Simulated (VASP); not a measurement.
# Sb2Pt (Fm-3m) in VASP: a series of runs, part 2 of 2

VASP 6.6.1.

## 3. Single point, PBE

This run uses another cell than the first one, of 24.48 Å³/atom.

Input file INCAR:

```
SYSTEM = Sb2Pt
PREC = Accurate ; ENCUT = 520
EDIFF = 1E-7 ; ISMEAR = 0
SIGMA = 0.1 ; LREAL = .False.
LASPH = .True. ; NELM = 60
ALGO = Normal ; ISIF = 2
LWAVE = .False. ; LCHARG = .True.
GGA = PE ; LELF = .True.
LVHAR = .True. ; NBANDS = 17
```

Input file KPOINTS:

```
Automatic mesh
0
Gamma
  6 6 6
  0 0 0
```

Input file POSCAR:

```
Sb2Pt
1.0
    0.0000000000      3.3238608951      3.3238608951
    3.3238608951      0.0000000000      3.3238608951
    3.3238608951      3.3238608951      0.0000000000
Sb Pt
2 1
Direct
    0.2500000000      0.2500000000      0.2500000000
    0.7500000000      0.7500000000      0.7500000000
    0.0000000000      0.0000000000      0.0000000000
```

Potentials or basis: VASP PAW PBE potentials, release 64 (Sb, Pt).

Run with:

```bash
$ cat potpaw_PBE.64/Sb/POTCAR potpaw_PBE.64/Pt/POTCAR > POTCAR
$ mpirun -np 1 vasp_std > vasp.out
```

OUTCAR:

```text
SYSTEM = Sb2Pt
   PREC = Accurate
   ENCUT = 520
   EDIFF = 1E-7
   ISMEAR = 0
   LREAL = .False.
   LASPH = .True.
   NELM = 60
   ISIF = 2
   GGA = PE

 ion  position               nearest neighbor table
   1  0.250  0.250  0.250-   3 2.88   3 2.88   3 2.88   3 2.88   2 3.32   2 3.32   2 3.32   2 3.32
                             2 3.32   2 3.32
   2  0.750  0.750  0.750-   3 2.88   3 2.88   3 2.88   3 2.88   1 3.32   1 3.32   1 3.32   1 3.32
                             1 3.32   1 3.32
   3  0.000  0.000  0.000-   2 2.88   2 2.88   2 2.88   1 2.88   1 2.88   1 2.88   2 2.88   1 2.88

  LATTYP: Found a face centered cubic cell.
 ALAT       =     6.6477217902

  Lattice vectors:

 A1 = (   0.0000000000,   3.3238608951,   3.3238608951)
 A2 = (   3.3238608951,   0.0000000000,   3.3238608951)
 A3 = (   3.3238608951,   3.3238608951,   0.0000000000)

Analysis of symmetry for initial positions (statically):
=====================================================================
 Subroutine PRICEL returns:
 Original cell was already a primitive cell.

 Routine SETGRP: Setting up the symmetry group for a
 face centered cubic supercell.

 Subroutine GETGRP returns: Found 48 space group operations
 (whereof 48 operations were pure point group operations)
 out of a pool of 48 trial point group operations.

The static configuration has the point symmetry O_h .

Analysis of symmetry for dynamics (positions and initial velocities):
=====================================================================
 Subroutine PRICEL returns:
 Original cell was already a primitive cell.

 Routine SETGRP: Setting up the symmetry group for a
 face centered cubic supercell.

 Subroutine GETGRP returns: Found 48 space group operations
 (whereof 48 operations were pure point group operations)
 out of a pool of 48 trial point group operations.

The dynamic configuration has the point symmetry O_h .

 Subroutine INISYM returns: Found 48 space group operations
 (whereof 48 operations are pure point group operations),
 and found     1 'primitive' translations

----------------------------------------------------------------------------------------

                                     Primitive cell

  volume of cell :      73.4444

  direct lattice vectors                    reciprocal lattice vectors
     0.000000000  3.323860895  3.323860895    -0.150427474  0.150427474  0.150427474
     3.323860895  0.000000000  3.323860895     0.150427474 -0.150427474  0.150427474
     3.323860895  3.323860895  0.000000000     0.150427474  0.150427474 -0.150427474

  length of vectors
     4.700649157  4.700649157  4.700649157     0.260548029  0.260548029  0.260548029

  position of ions in fractional coordinates (direct lattice)
     0.250000000  0.250000000  0.250000000
     0.750000000  0.750000000  0.750000000
     0.000000000  0.000000000  0.000000000

  ion indices of the primitive-cell ions
   primitive index   ion index
                 1           1
                 2           2
                 3           3

----------------------------------------------------------------------------------------

 KPOINTS: Automatic mesh

Automatic generation of k-mesh.
 Grid dimensions read from file:
 generate k-points for:    6    6    6

 Generating k-lattice:

  Cartesian coordinates                     Fractional coordinates (reciprocal lattice)
    -0.025071246  0.025071246  0.025071246     0.166666667  0.000000000  0.000000000
     0.025071246 -0.025071246  0.025071246     0.000000000  0.166666667  0.000000000
     0.025071246  0.025071246 -0.025071246     0.000000000  0.000000000  0.166666667

  Length of vectors
     0.043424671  0.043424671  0.043424671

  Shift w.r.t. Gamma in fractional coordinates (k-lattice)
     0.000000000  0.000000000  0.000000000

 Subroutine IBZKPT returns following result:
 ===========================================

 Found     16 irreducible k-points:

 Following reciprocal coordinates:
            Coordinates               Weight
  0.000000  0.000000  0.000000      1.000000
  0.166667  0.000000  0.000000      8.000000
  0.333333  0.000000  0.000000      8.000000
  0.500000  0.000000  0.000000      4.000000
  0.166667  0.166667  0.000000      6.000000
  0.333333  0.166667  0.000000     24.000000
[... 8 lines left out ...]
 -0.333333  0.333333  0.166667     24.000000
 -0.333333  0.500000  0.166667     12.000000
   k-points           NKPTS =     16   k-points in BZ     NKDIM =     16   number of bands    NBANDS=     17
   number of dos      NEDOS =    301   number of ions     NIONS =      3
   total plane-waves  NPLWV =  46656
   dimension x,y,z NGX =    36 NGY =   36 NGZ =   36
   dimension x,y,z NGXF=    72 NGYF=   72 NGZF=   72
   ions per type =               2   1
   NGX,Y,Z   is equivalent  to a cutoff of  12.73, 12.73, 12.73 a.u.
   NGXF,Y,Z  is equivalent  to a cutoff of  25.46, 25.46, 25.46 a.u.
 SYSTEM =  Sb2Pt
   PREC   = accura    normal or accurate (medium, high low for compatibility)
   ISTART =      0    job   : 0-new  1-cont  2-samecut
   ICHARG =      2    charge: 1-file 2-atom 10-const
   ISPIN  =      1    spin polarized calculation?
   LNONCOLLINEAR =      F non collinear calculations
   LSORBIT =      F    spin-orbit coupling
   LASPH  =      T    aspherical Exc in radial PAW
   ENCUT  =  520.0 eV  38.22 Ry    6.18 a.u.   8.74  8.74  8.74*2*pi/ulx,y,z
   NELM   =     60;   NELMIN=  2; NELMDL= -5     # of ELM steps
   EDIFF  = 0.1E-06   stopping-criterion for ELM
   LREAL  =      F    real-space projection
   EDIFFG = 0.1E-05   stopping-criterion for IOM
   NSW    =      0    number of steps for IOM
   IBRION =     -1    ionic relax: 0-MD 1-quasi-New 2-CG
   NFREE  =      0    steps in history (QN), initial steepest desc. (CG)
   ISIF   =      2    stress and relaxation
   ISYM   =      2    0-nonsym 1-usesym 2-fastsym
   POTIM  = 0.5000    time-step for ionic-motion
   TEBEG  =    0.0;   TEEND  =   0.0 temperature during run
   PSTRESS=    0.0 pullay stress
   NELECT =      20.0000    total number of electrons
   NUPDOWN=      -1.0000    fix difference up-down
   EMIN   =  10.00;   EMAX   =-10.00  energy-range for DOS
   EFERMI =   0.00;   METHOD = LEGACY
   ISMEAR =     0;   SIGMA  =   0.10  broadening in eV -4-tet -1-fermi 0-gaus
   EFERMI_NEDOS =   21; number of points for ismear=-14 and -15
   IALGO  =     38    algorithm
   IMIX   =      4    mixing-type and parameters
     AMIX     =   0.40;   BMIX     =  1.00
     AMIX_MAG =   1.60;   BMIX_MAG =  1.00
  volume/ion in A,a.u.               =      24.48       165.21
  Fermi-wavevector in a.u.,A,eV,Ry     =   1.061122  2.005230 15.319887  1.125980
  Thomas-Fermi vector in A             =   2.196527
   LORBIT       =      0    0 simple, 1 ext, 2 COOP (PROOUT), +10 PAW based schemes
   GGA     = PE    functional components
   LHFCALC =     F    Hartree Fock is set to
   AEXX    =    0.0000 exact exchange contribution
   IVDW    =     0    specifies the selected vdW correction
   LEPSILON=     F    determine dielectric tensor
   LRPA    =     F    only Hartree local field effects (RPA)
 non-spin polarized calculation
 Gauss-broadening in eV      SIGMA  =   0.10
  energy-cutoff  :      520.00
  volume of cell :       73.44
 maximum number of plane-waves:      2006
   NGX = 17   NGY = 17   NGZ = 17

 number of electron      20.0000000 magnetization

 Free energy of the ion-electron system (eV)
  ---------------------------------------------------
  ext. energy  EPLUGINS =         0.00000000
  ---------------------------------------------------
  free energy    TOTEN  =       -15.20993874 eV

  energy without entropy =      -15.19350971  energy(sigma->0) =      -15.20172422

 E-fermi :   8.4277     XC(G=0): -10.4608

 val. band max:        8.3962248717   @ k =  -0.3333   0.1667   0.0000
 cond. band min:       8.4669533620   @ k =   0.1667   0.0000   0.0000
 fundamental gap:      0.0707284903
 Fermi energy:         8.4276954436

 k-point     1 :       0.0000    0.0000    0.0000
  band No.  band energies     occupation
      1      -4.1121      2.00000
      2       2.0409      2.00000
      3       3.1249      2.00000
      4       3.1249      2.00000
      5       3.1249      2.00000
      6       5.0634      2.00000
[... 297 lines left out ...]
      4       3.2175      2.00000
      5       4.5387      2.00000
      6       4.6672      2.00000
[... 9 lines left out ...]
     16      16.1572      0.00000
     17      17.0035      0.00000

------------------------ aborting loop because EDIFF is reached ----------------------------------------

  FORCE on cell =-STRESS in cart. coord.  units (eV):
  Direction    XX          YY          ZZ          XY          YZ          ZX
  --------------------------------------------------------------------------------------
  -------------------------------------------------------------------------------------
  Total       -0.1364400     -0.1364400     -0.1364400      0.0000000      0.0000000     -0.0000000
  in kB       -2.9764162     -2.9764162     -2.9764162      0.0000000      0.0000000     -0.0000000
  external PRESSURE =      -2.9764162 kB  Pullay stress =       0.0000000 kB

 VOLUME and BASIS-vectors are now :
 -----------------------------------------------------------------------------
  energy-cutoff  :      520.00
  volume of cell :       73.44
      direct lattice vectors                 reciprocal lattice vectors
     0.000000000  3.323860895  3.323860895    -0.150427474  0.150427474  0.150427474
     3.323860895  0.000000000  3.323860895     0.150427474 -0.150427474  0.150427474
     3.323860895  3.323860895  0.000000000     0.150427474  0.150427474 -0.150427474

 POSITION                                       TOTAL-FORCE (eV/Angst)
 -----------------------------------------------------------------------------------
      1.66193      1.66193      1.66193        -0.000000      0.000000     -0.000000
      4.98579      4.98579      4.98579         0.000000      0.000000      0.000000
      0.00000      0.00000      0.00000         0.000000     -0.000000      0.000000
 -----------------------------------------------------------------------------------
    total drift:                               -0.000000      0.000000      0.000000

  FREE ENERGIE OF THE ION-ELECTRON SYSTEM (eV)
  ---------------------------------------------------
  free  energy   TOTEN  =       -15.2099387354 eV

  energy  without entropy=      -15.1935097070  energy(sigma->0) =      -15.20172422
```

It took 12 s on 1 thread of Intel Xeon 6975P-C (Granite Rapids), shared host; peak memory 0.2 GiB.

Results:

| Property | Result |
| --- | --- |
| Free energy | -15.2099 eV |
| Pressure | -0.3 GPa |
| Band gap on the k mesh | zero (bands 10 and 11 overlap by 1.95 eV) |

Caveat: spin-orbit coupling is left out, which moves the levels of the heavy elements.

## 4. Relaxation of cell and atoms, PBE

Input file INCAR:

```
  ALGO = Normal
  EDIFF = 1E-7
  EDIFFG = -0.04
  ENCUT = 600
  GGA = PE
  IBRION = 2
  ISIF = 3
  ISMEAR = 0
  LASPH = True
  LCHARG = False
  LREAL = False
  LWAVE = False
  NELM = 60
  NSW = 90
  PREC = Accurate
  SIGMA = 0.1
```

Input file KPOINTS:

```
k-points
0
Gamma
  6 6 6
```

Input file POSCAR:

```
Sb2Pt
1.0
    0.0000000000      3.2096699065      3.2096699065
    3.2096699065      0.0000000000      3.2096699065
    3.2096699065      3.2096699065      0.0000000000
Sb Pt
2 1
Direct
    0.2500000000      0.2500000000      0.2500000000
    0.7500000000      0.7500000000      0.7500000000
    0.0000000000      0.0000000000      0.0000000000
```

Run with:

```bash
$ cat potpaw_PBE.64/Sb/POTCAR potpaw_PBE.64/Pt/POTCAR > POTCAR
$ mpirun -np 1 vasp_std > vasp.out
```

Run time: 36 s. Hardware: 1 thread of Intel Xeon 6975P-C (Granite Rapids), shared host; peak memory 0.22 GiB.

Results (log left out):

* Free energy: -15.2092 eV
* Relaxed volume: 24.42 Å³/atom
* Relaxed cell: a = 4.697 Å, b = 4.697 Å, c = 4.697 Å, α = 60.00°, β = 60.00°, γ = 60.00°
* Space group after relaxing (to 0.1 Å): Fm-3m (No. 225)
* Energy gained by relaxing: 83.5 meV/atom
* Ionic steps: 4
* Pressure after relaxing: 0.0 GPa
* Band gap on the k mesh: zero (bands 10 and 11 overlap by 1.95 eV)

The path:
```
step  energy change (eV)  largest force (eV/Å)  pressure (GPa)  volume (Å³)
   1              0.0000                0.0000           12.58        66.13
   2              0.1279                0.0000           -9.73        84.12
   3             -0.2504                0.0000           -0.27        73.43
   4             -0.2506                0.0000           -0.04        73.25
```

Final structure:
```yaml
crystal:
  lattice:
    - [0.00000, 3.32099, 3.32099]
    - [3.32099, 0.00000, 3.32099]
    - [3.32099, 3.32099, 0.00000]
  atoms:
    - { symbol: Sb, position: [0.25000, 0.25000, 0.25000] }
    - { symbol: Sb, position: [0.75000, 0.75000, 0.75000] }
    - { symbol: Pt, position: [0.00000, 0.00000, 0.00000] }
```

Levels at points of the mesh, in eV from the Fermi level:
| k point | band 6 | band 7 | band 8 | band 9 | band 10 | band 11 | band 12 | band 13 | band 14 |
| --- | --- | --- | --- | --- | --- | --- | --- | --- | --- |
| (0.00, 0.00, 0.00) | -3.38 | -3.38 | 1.10 | 1.10 | 1.10 | 1.18 | 1.18 | 1.18 | 2.97 |
| (0.50, 0.00, 0.00) | -3.31 | -3.31 | -1.84 | -1.84 | -1.06 | -0.85 | 1.43 | 1.43 | 5.66 |
| (0.50, 0.50, 0.00) | -3.78 | -3.78 | -3.39 | -3.19 | -1.63 | 1.56 | 4.41 | 4.41 | 4.42 |

Caveat: spin-orbit coupling is left out, which moves the levels of the heavy elements.

## 5. The runs side by side

| task | cell | cutoff (eV) | gap on the mesh (eV) | pressure (GPa) |
| --- | --- | --- | --- | --- |
| single point | a = 4.539 Å, angles 60.0°, 3 atoms | 520 | none | 12.6 |
| single point | a = 4.701 Å, angles 60.0°, 3 atoms | 520 | none | -0.3 |
| relaxation of cell and atoms | relaxed from a = 4.539 Å, angles 60.0°, 3 atoms | 600 | none | 0.0 |

Alike in all rows: level PBE; potentials or basis VASP PAW PBE potentials, release 64 (Sb, Pt); no spin polarisation; k mesh 6 × 6 × 6; smearing gaussian 0.1 eV.

Caveats: spin-orbit coupling is left out, which moves the levels of the heavy elements; the cell stands under pressure (at least some runs).

Absolute energies hang on the potentials; compare differences alone.

The gap in the log of VASP goes by the Fermi energy; the results here count the filled bands.